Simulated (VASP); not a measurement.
# Y4I (R-3m) in VASP: single point with PBE

Aim: the single point of Y4I with PBE.

Everything below comes from runs of VASP 6.6.1. Logs are shortened: lines on timing, memory, paths and dates and some standing lists are left out, and cuts for length are marked.

## 1. The cell of the first run

It takes space group R-3m (No. 166, trigonal). The conventional cell has a = 5.851 Å, b = 5.851 Å, c = 14.606 Å, α = 90.00°, β = 90.00°, γ = 120.00°. Y (site symmetry 2/m) has 2 I at 2.93 Å and 6 Y at 2.93 to 2.96 Å within 3.9 Å. Within 3.9 Å of Y (site symmetry -3m) lie 6 Y at 2.96 Å. I (site symmetry -3m) has 6 Y at 2.93 Å within 3.9 Å.

## 2. Single point, PBE

Contents of INCAR:

```
  ALGO = Normal
  EDIFF = 1E-6
  ENCUT = 520
  GGA = PE
  ISIF = 2
  ISMEAR = 0
  LASPH = T
  LCHARG = F
  LREAL = F
  LWAVE = F
  NBANDS = 34
  NELM = 60
  PREC = Accurate
  SIGMA = 0.1
```

Contents of KPOINTS:

```
k-points
0
Gamma
  6 6 6
```

Contents of POSCAR:

```
Y4I
1.0
    2.9255809300      1.6890849400      4.8687649300
   -2.9255809300      1.6890849400      4.8687649300
    0.0000000000     -3.3781698800      4.8687649300
Y I
4 1
Direct
    0.5000000000      0.5000000000      0.0000000000
    0.0000000000      0.5000000000      0.5000000000
    0.5000000000      0.0000000000      0.5000000000
    0.5000000000      0.5000000000      0.5000000000
    0.0000000000      0.0000000000      0.0000000000
```

Potentials or basis: VASP PAW PBE potentials, release 64 (Y_sv, I).

Launch:

```bash
cat potpaw_PBE.64/Y_sv/POTCAR potpaw_PBE.64/I/POTCAR > POTCAR
mpirun -np 1 vasp_std > vasp.out
```

OUTCAR:

```text
EDIFF = 1E-6
   ENCUT = 520
   GGA = PE
   ISIF = 2
   ISMEAR = 0
   LASPH = T
   LREAL = F
   NELM = 60
   PREC = Accurate

 ion  position               nearest neighbor table
   1  0.500  0.500  0.000-   5 2.93   5 2.93   3 2.93   2 2.93   2 2.93   3 2.93   4 2.96   4 2.96

   2  0.000  0.500  0.500-   3 2.93   3 2.93   1 2.93   5 2.93   1 2.93   5 2.93   4 2.96   4 2.96

   3  0.500  0.000  0.500-   2 2.93   2 2.93   1 2.93   1 2.93   5 2.93   5 2.93   4 2.96   4 2.96

   4  0.500  0.500  0.500-   2 2.96   3 2.96   3 2.96   2 2.96   1 2.96   1 2.96
   5  0.000  0.000  0.000-   1 2.93   1 2.93   2 2.93   2 2.93   3 2.93   3 2.93

  LATTYP: Found a trigonal (rhomboedric) cell.
 ALAT       =     5.9259517089
 COS(alpha) =     0.5125410897

  Lattice vectors:

 A1 = (   2.9255809300,   1.6890849400,   4.8687649300)
 A2 = (  -2.9255809300,   1.6890849400,   4.8687649300)
 A3 = (   0.0000000000,  -3.3781698800,   4.8687649300)

Analysis of symmetry for initial positions (statically):
=====================================================================
 Subroutine PRICEL returns:
 Original cell was already a primitive cell.

 Routine SETGRP: Setting up the symmetry group for a
 trigonal (rhombohedral) supercell.

 Subroutine GETGRP returns: Found 12 space group operations
 (whereof 12 operations were pure point group operations)
 out of a pool of 12 trial point group operations.

The static configuration has the point symmetry D_3d.

Analysis of symmetry for dynamics (positions and initial velocities):
=====================================================================
 Subroutine PRICEL returns:
 Original cell was already a primitive cell.

 Routine SETGRP: Setting up the symmetry group for a
 trigonal (rhombohedral) supercell.

 Subroutine GETGRP returns: Found 12 space group operations
 (whereof 12 operations were pure point group operations)
 out of a pool of 12 trial point group operations.

The dynamic configuration has the point symmetry D_3d.

 Subroutine INISYM returns: Found 12 space group operations
 (whereof 12 operations are pure point group operations),
 and found     1 'primitive' translations

----------------------------------------------------------------------------------------

                                     Primitive cell
[... 96 lines left out ...]
   NELM   =     60;   NELMIN=  2; NELMDL= -5     # of ELM steps
   EDIFF  = 0.1E-05   stopping-criterion for ELM
   LREAL  =      F    real-space projection
   EDIFFG = 0.1E-04   stopping-criterion for IOM
   NSW    =      0    number of steps for IOM
   IBRION =     -1    ionic relax: 0-MD 1-quasi-New 2-CG
   NFREE  =      0    steps in history (QN), initial steepest desc. (CG)
   ISIF   =      2    stress and relaxation
   ISYM   =      2    0-nonsym 1-usesym 2-fastsym
   POTIM  = 0.5000    time-step for ionic-motion
   TEBEG  =    0.0;   TEEND  =   0.0 temperature during run
   PSTRESS=    0.0 pullay stress
   NELECT =      51.0000    total number of electrons
   NUPDOWN=      -1.0000    fix difference up-down
   EMIN   =  10.00;   EMAX   =-10.00  energy-range for DOS
   EFERMI =   0.00;   METHOD = LEGACY
   ISMEAR =     0;   SIGMA  =   0.10  broadening in eV -4-tet -1-fermi 0-gaus
   EFERMI_NEDOS =   21; number of points for ismear=-14 and -15
   IALGO  =     38    algorithm
   IMIX   =      4    mixing-type and parameters
     AMIX     =   0.40;   BMIX     =  1.00
     AMIX_MAG =   1.60;   BMIX_MAG =  1.00
  volume/ion in A,a.u.               =      28.87       194.83
  Fermi-wavevector in a.u.,A,eV,Ry     =   1.157321  2.187019 18.223519  1.339391
  Thomas-Fermi vector in A             =   2.293933
   LORBIT       =      0    0 simple, 1 ext, 2 COOP (PROOUT), +10 PAW based schemes
   GGA     = PE    functional components
   LHFCALC =     F    Hartree Fock is set to
   AEXX    =    0.0000 exact exchange contribution
   IVDW    =     0    specifies the selected vdW correction
   LEPSILON=     F    determine dielectric tensor
   LRPA    =     F    only Hartree local field effects (RPA)
 non-spin polarized calculation
 Gauss-broadening in eV      SIGMA  =   0.10
  energy-cutoff  :      520.00
  volume of cell :      144.36
 maximum number of plane-waves:      3912
 NGX is ok and might be reduce to    48
   NGX = 23   NGY = 23   NGZ = 23

 number of electron      51.0000000 magnetization

 Free energy of the ion-electron system (eV)
  ---------------------------------------------------
  ext. energy  EPLUGINS =         0.00000000
  ---------------------------------------------------
  free energy    TOTEN  =       -21.34268970 eV

  energy without entropy =      -21.30771601  energy(sigma->0) =      -21.32520286

 E-fermi :   4.4878     XC(G=0):  -9.6274

 val. band max:        4.4815662287   @ k =   0.0000   0.0000   0.0000
 cond. band min:       4.5016283824   @ k =  -0.3333   0.3333   0.3333
 fundamental gap:      0.0200621537
 Fermi energy:         4.4877861085

 k-point     1 :       0.0000    0.0000    0.0000
  band No.  band energies     occupation
      1     -38.0688      2.00000
      2     -37.6661      2.00000
      3     -37.4168      2.00000
      4     -37.4168      2.00000
      5     -19.4645      2.00000
      6     -18.5952      2.00000
[... 877 lines left out ...]
     33       6.6387      0.00000
     34       6.8999      0.00000

 [... further k-points ...]

------------------------ aborting loop because EDIFF is reached ----------------------------------------

  FORCE on cell =-STRESS in cart. coord.  units (eV):
  Direction    XX          YY          ZZ          XY          YZ          ZX
  --------------------------------------------------------------------------------------
  -------------------------------------------------------------------------------------
  Total       17.4647134     17.4647135     10.8389151      0.0000000      0.0000000      0.0000000
  in kB      193.8377599    193.8377605    120.2991989      0.0000000      0.0000000      0.0000000
  external PRESSURE =     169.3249064 kB  Pullay stress =       0.0000000 kB

 VOLUME and BASIS-vectors are now :
 -----------------------------------------------------------------------------
  energy-cutoff  :      520.00
  volume of cell :      144.36
      direct lattice vectors                 reciprocal lattice vectors
     2.925580930  1.689084940  4.868764930     0.170906228  0.098672756  0.068463633
    -2.925580930  1.689084940  4.868764930    -0.170906228  0.098672756  0.068463633
     0.000000000 -3.378169880  4.868764930     0.000000000 -0.197345513  0.068463633

 POSITION                                       TOTAL-FORCE (eV/Angst)
 -----------------------------------------------------------------------------------
      0.00000      1.68908      4.86876         0.000000      0.000000     -0.000000
     -1.46279     -0.84454      4.86876        -0.000000      0.000000     -0.000000
      1.46279     -0.84454      4.86876         0.000000     -0.000000      0.000000
      0.00000      0.00000      7.30315         0.000000      0.000000      0.000000
      0.00000      0.00000      0.00000        -0.000000     -0.000000     -0.000000
 -----------------------------------------------------------------------------------
    total drift:                               -0.000000      0.000000     -0.000000

  FREE ENERGIE OF THE ION-ELECTRON SYSTEM (eV)
  ---------------------------------------------------
  free  energy   TOTEN  =       -21.3426896991 eV

  energy  without entropy=      -21.3077160110  energy(sigma->0) =      -21.32520286
```

OSZICAR:

```text
N       E                     dE             d eps       ncg     rms          rms(c)
DAV:   1     0.305624263052E+03    0.30562E+03   -0.24670E+04  2176   0.140E+03
DAV:   2     0.780329586539E+01   -0.29782E+03   -0.28862E+03  2568   0.353E+02
DAV:   3    -0.205676489982E+02   -0.28371E+02   -0.27395E+02  3718   0.640E+01
DAV:   4    -0.228250953089E+02   -0.22574E+01   -0.22292E+01  3472   0.185E+01
DAV:   5    -0.229002461768E+02   -0.75151E-01   -0.74975E-01  3252   0.305E+00    0.534E+01
DAV:   6    -0.214215574918E+02    0.14787E+01   -0.40531E+00  2902   0.880E+00    0.268E+01
DAV:   7    -0.213648056226E+02    0.56752E-01   -0.17134E+00  2892   0.608E+00    0.818E+00
DAV:   8    -0.213450788224E+02    0.19727E-01   -0.61380E-01  3076   0.370E+00    0.244E+00
DAV:   9    -0.213435864146E+02    0.14924E-02   -0.60296E-02  2770   0.126E+00    0.729E-01
DAV:  10    -0.213426683762E+02    0.91804E-03   -0.11582E-02  2920   0.627E-01    0.175E-01
DAV:  11    -0.213427041098E+02   -0.35734E-04   -0.97997E-04  3078   0.139E-01    0.906E-02
DAV:  12    -0.213426868276E+02    0.17282E-04   -0.96660E-05  2836   0.565E-02    0.272E-02
DAV:  13    -0.213426888373E+02   -0.20097E-05   -0.14321E-05  2916   0.207E-02    0.960E-03
DAV:  14    -0.213426896991E+02   -0.86177E-06   -0.10928E-06  1870   0.618E-03
   1 F= -.21342690E+02 E0= -.21325203E+02  d E =-.349737E-01
```

Run time: 7.4 min. Hardware: 1 thread of AMD EPYC 7R13, shared host; peak memory 0.38 GiB.

What came out:

- Free energy: -21.3427 eV
- Pressure: 16.9 GPa

Caveat: spin-orbit coupling is left out, which moves the levels of the heavy elements; an odd number of electrons without spin polarisation forces a metal; a magnetic or distorted state may lie lower.
